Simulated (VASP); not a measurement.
# Na2S (Fm-3m) in VASP: notebook

Na2S is run at these levels: PBEsol; tasks: single point, relaxation of cell and atoms.

Program: VASP 6.6.1. These are calculated values, not measurements. Logs are shortened: lines on timing, memory, paths and dates and some standing lists are left out, and cuts for length are marked.

### Step 1. The cell of the first run

Symmetry: Fm-3m, No. 225, cubic system. The conventional cell has a = 6.501 Å, b = 6.501 Å, c = 6.501 Å, α = 90.00°, β = 90.00°, γ = 90.00°. Na (site symmetry -43m) has 4 S at 2.82 Å and 6 Na at 3.25 Å within 3.7 Å. S (site symmetry m-3m) has 8 Na at 2.82 Å within 3.7 Å.

### Step 2. Single point, PBEsol

The input, INCAR:

```
  PREC = Accurate
  ENCUT = 500
  EDIFF = 1E-6
  ISMEAR = -1
  SIGMA = 0.1
  LREAL = False
  LASPH = True
  NELM = 120
  ALGO = Normal
  ISIF = 2
  LWAVE = False
  LCHARG = False
  GGA = PS
  NBANDS = 17
  GGA_COMPAT = False
```

The input, KPOINTS:

```
Automatic mesh
0
Gamma
  12 12 12
```

The input, POSCAR:

```
Na2S
1.0
    0.0000000000      3.2506202990      3.2506202990
    3.2506202990      0.0000000000      3.2506202990
    3.2506202990      3.2506202990      0.0000000000
Na S
2 1
Direct
    0.2500000000      0.2500000000      0.2500000000
    0.7500000000      0.7500000000      0.7500000000
    0.0000000000      0.0000000000      0.0000000000
```

Potentials or basis: VASP PAW PBE potentials, release 64 (Na_pv, S).

Launch:

```sh
cat potpaw_PBE.64/Na_pv/POTCAR potpaw_PBE.64/S/POTCAR > POTCAR
mpirun -np 1 vasp_std > vasp.out
```

OUTCAR:

```text
PREC = Accurate
   ENCUT = 500
   EDIFF = 1E-6
   ISMEAR = -1
   LREAL = False
   LASPH = True
   NELM = 120
   ISIF = 2
   GGA = PS

 ion  position               nearest neighbor table
   1  0.250  0.250  0.250-
   2  0.750  0.750  0.750-
   3  0.000  0.000  0.000-

  LATTYP: Found a face centered cubic cell.
 ALAT       =     6.5012405980

  Lattice vectors:

 A1 = (   0.0000000000,   3.2506202990,   3.2506202990)
 A2 = (   3.2506202990,   0.0000000000,   3.2506202990)
 A3 = (   3.2506202990,   3.2506202990,   0.0000000000)

Analysis of symmetry for initial positions (statically):
=====================================================================
 Subroutine PRICEL returns:
 Original cell was already a primitive cell.

 Routine SETGRP: Setting up the symmetry group for a
 face centered cubic supercell.

 Subroutine GETGRP returns: Found 48 space group operations
 (whereof 48 operations were pure point group operations)
 out of a pool of 48 trial point group operations.

The static configuration has the point symmetry O_h .

Analysis of symmetry for dynamics (positions and initial velocities):
=====================================================================
 Subroutine PRICEL returns:
 Original cell was already a primitive cell.

 Routine SETGRP: Setting up the symmetry group for a
 face centered cubic supercell.

 Subroutine GETGRP returns: Found 48 space group operations
 (whereof 48 operations were pure point group operations)
 out of a pool of 48 trial point group operations.

The dynamic configuration has the point symmetry O_h .

 Subroutine INISYM returns: Found 48 space group operations
 (whereof 48 operations are pure point group operations),
 and found     1 'primitive' translations

----------------------------------------------------------------------------------------

                                     Primitive cell

  volume of cell :      68.6956

  direct lattice vectors                    reciprocal lattice vectors
     0.000000000  3.250620299  3.250620299    -0.153816796  0.153816796  0.153816796
     3.250620299  0.000000000  3.250620299     0.153816796 -0.153816796  0.153816796
     3.250620299  3.250620299  0.000000000     0.153816796  0.153816796 -0.153816796

  length of vectors
     4.597071313  4.597071313  4.597071313     0.266418506  0.266418506  0.266418506

  position of ions in fractional coordinates (direct lattice)
[... 74 lines left out ...]
   ICHARG =      2    charge: 1-file 2-atom 10-const
   ISPIN  =      1    spin polarized calculation?
   LNONCOLLINEAR =      F non collinear calculations
   LSORBIT =      F    spin-orbit coupling
   LASPH  =      T    aspherical Exc in radial PAW
   ENCUT  =  500.0 eV  36.75 Ry    6.06 a.u.   8.38  8.38  8.38*2*pi/ulx,y,z
   NELM   =    120;   NELMIN=  2; NELMDL= -5     # of ELM steps
   EDIFF  = 0.1E-05   stopping-criterion for ELM
   LREAL  =      F    real-space projection
   EDIFFG = 0.1E-04   stopping-criterion for IOM
   NSW    =      0    number of steps for IOM
   IBRION =     -1    ionic relax: 0-MD 1-quasi-New 2-CG
   NFREE  =      0    steps in history (QN), initial steepest desc. (CG)
   ISIF   =      2    stress and relaxation
   ISYM   =      2    0-nonsym 1-usesym 2-fastsym
   POTIM  = 0.5000    time-step for ionic-motion
   TEBEG  =    0.0;   TEEND  =   0.0 temperature during run
   PSTRESS=    0.0 pullay stress
   NELECT =      20.0000    total number of electrons
   NUPDOWN=      -1.0000    fix difference up-down
   EMIN   =  10.00;   EMAX   =-10.00  energy-range for DOS
   EFERMI =   0.00;   METHOD = LEGACY
   ISMEAR =    -1;   SIGMA  =   0.10  broadening in eV -4-tet -1-fermi 0-gaus
   EFERMI_NEDOS =   21; number of points for ismear=-14 and -15
   IALGO  =     38    algorithm
   IMIX   =      4    mixing-type and parameters
     AMIX     =   0.40;   BMIX     =  1.00
     AMIX_MAG =   1.60;   BMIX_MAG =  1.00
  volume/ion in A,a.u.               =      22.90       154.53
  Fermi-wavevector in a.u.,A,eV,Ry     =   1.085030  2.050410 16.018017  1.177291
  Thomas-Fermi vector in A             =   2.221134
   LORBIT       =      0    0 simple, 1 ext, 2 COOP (PROOUT), +10 PAW based schemes
   GGA     = PS    functional components
   LHFCALC =     F    Hartree Fock is set to
   AEXX    =    0.0000 exact exchange contribution
   IVDW    =     0    specifies the selected vdW correction
   LEPSILON=     F    determine dielectric tensor
   LRPA    =     F    only Hartree local field effects (RPA)
 non-spin polarized calculation
  energy-cutoff  :      500.00
  volume of cell :       68.70
 maximum number of plane-waves:      1807
 NGX is ok and might be reduce to    36
   NGX = 17   NGY = 17   NGZ = 17

 number of electron      19.9999984 magnetization

 Free energy of the ion-electron system (eV)
  ---------------------------------------------------
  ext. energy  EPLUGINS =         0.00000000
  ---------------------------------------------------
  free energy    TOTEN  =       -10.37495768 eV

  energy without entropy =      -10.37495718  energy(sigma->0) =      -10.37495743

 E-fermi :   1.6637     XC(G=0):  -8.0232

 val. band max:        0.1892047491   @ k =   0.0000   0.0000   0.0000
 cond. band min:       2.6140941973   @ k =   0.0000   0.0000   0.0000
 fundamental gap:      2.4248894481
 Fermi energy:         1.6636844209

 k-point     1 :       0.0000    0.0000    0.0000
  band No.  band energies     occupation
      1     -21.8382      2.00000
      2     -21.8382      2.00000
      3     -21.8382      2.00000
      4     -21.7799      2.00000
      5     -21.7799      2.00000
      6     -21.7799      2.00000
[... 457 lines left out ...]
      4     -21.8008      2.00000
      5     -21.7978      2.00000
      6     -21.7815      2.00000
[... 9 lines left out ...]
     16      10.5988      0.00000
     17      11.8800      0.00000

 [... further k-points ...]
[... 5 lines left out ...]
  --------------------------------------------------------------------------------------
  -------------------------------------------------------------------------------------
  Total        0.0280919      0.0280919      0.0280919     -0.0000000     -0.0000000      0.0000000
  in kB        0.6551833      0.6551833      0.6551833     -0.0000000     -0.0000000      0.0000000
  external PRESSURE =       0.6551833 kB  Pullay stress =       0.0000000 kB

 VOLUME and BASIS-vectors are now :
 -----------------------------------------------------------------------------
  energy-cutoff  :      500.00
  volume of cell :       68.70
      direct lattice vectors                 reciprocal lattice vectors
     0.000000000  3.250620299  3.250620299    -0.153816796  0.153816796  0.153816796
     3.250620299  0.000000000  3.250620299     0.153816796 -0.153816796  0.153816796
     3.250620299  3.250620299  0.000000000     0.153816796  0.153816796 -0.153816796

 POSITION                                       TOTAL-FORCE (eV/Angst)
 -----------------------------------------------------------------------------------
      1.62531      1.62531      1.62531        -0.000000      0.000000      0.000000
      4.87593      4.87593      4.87593        -0.000000     -0.000000     -0.000000
      0.00000      0.00000      0.00000         0.000000     -0.000000      0.000000
 -----------------------------------------------------------------------------------
    total drift:                                0.000000      0.000000      0.000000

  FREE ENERGIE OF THE ION-ELECTRON SYSTEM (eV)
  ---------------------------------------------------
  free  energy   TOTEN  =       -10.3749576844 eV

  energy  without entropy=      -10.3749571803  energy(sigma->0) =      -10.37495743
```

It took 40 s on 1 thread of Intel Xeon 6975P-C (Granite Rapids), shared host; peak memory 0.23 GiB.

Results:

```yaml
Free_energy: -10.3750 eV
Pressure: 0.1 GPa
Band_gap_on_the_k_mesh: 2.42 eV
```

Caveat: the PAW data sets were made with another functional, which shifts forces and pressure a little.

(Continued in part 2 of 2.)
